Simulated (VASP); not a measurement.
Write the native input for VASP 6.6.1 that does the following.

```
Task                   : single point
Functional             : PBE
Potentials or basis    : VASP PAW PBE potentials, release 64 (Si)
Cutoff                 : 500 eV
k mesh                 : 10 × 10 × 10
Occupations            : gaussian, width 0.02 eV
Spin                   : no spin polarisation
Dipole correction      : no
Further INCAR settings : ALGO = Normal; EDIFF = 1e-06; NBANDS = 11
```

The structure of Si lies in POSCAR:

```
Si
1.0
    0.0000000000      2.7348308326      2.7348308326
    2.7348308326      0.0000000000      2.7348308326
    2.7348308326      2.7348308326      0.0000000000
Si
2
Direct
    0.0000000000      0.0000000000      0.0000000000
    0.2500000000      0.2500000000      0.2500000000
```

These files were run (other wordings do the same):

INCAR

```
  PREC = Accurate
  ENCUT = 500
  EDIFF = 1E-6
  ISMEAR = 0
  SIGMA = 0.02
  LREAL = F
  LASPH = T
  NELM = 120
  ALGO = Normal
  ISIF = 2
  LWAVE = F
  LCHARG = F
  GGA = PE
  NBANDS = 11
  GGA_COMPAT = F
```

KPOINTS

```
regular mesh
0
Gamma
  10 10 10
```

Potentials or basis: VASP PAW PBE potentials, release 64 (Si).

Run with:

```sh
$ cat potpaw_PBE.64/Si/POTCAR > POTCAR
$ mpirun -np 1 vasp_std > vasp.out
```

Results of the run:

- Pressure: 0.0 GPa
- Band gap on the k mesh: 0.62 eV (least direct gap 2.56 eV)

It took 18 s on 1 thread of Intel Xeon 8259CL (shared host), peak memory 0.15 GiB.
